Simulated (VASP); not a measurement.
A run of VASP 6.6.1:

File INCAR:

```
PREC = Accurate
ENCUT = 520
EDIFF = 1E-7
ISMEAR = 0
SIGMA = 0.1
LREAL = F
LASPH = T
NELM = 100
ALGO = Fast
ISIF = 2
LWAVE = F
LCHARG = F
GGA = PS
NBANDS = 36
```

The input KPOINTS:

```
regular mesh
0
Gamma
  15 15 10
```

POSCAR

```
Ru
1.0
    4.1034792178      0.0000000000      0.0000000000
   -2.0517396089      3.5537172465      0.0000000000
    0.0000000000      0.0000000000      4.6888664558
Ru
4
Direct
    0.0000000000      0.0000000000      0.2500000000
    0.0000000000      0.0000000000      0.7500000000
    0.3333333333      0.6666666667      0.7500000000
    0.6666666667      0.3333333333      0.2500000000
```

Potentials or basis: VASP PAW PBE potentials, release 64 (Ru_pv).

Launch:

```sh
$ cat potpaw_PBE.64/Ru_pv/POTCAR > POTCAR
$ mpirun -np 1 vasp_std > vasp.out
```

Hardware: 1 thread of Intel Xeon 8259CL, on a shared host.

Q: Estimate the wall time of this run.

A: It took 13 min on 1 thread of Intel Xeon 8259CL, with other jobs on the host, peak memory 0.39 GiB. Counts: scf iterations 17, k points 162.
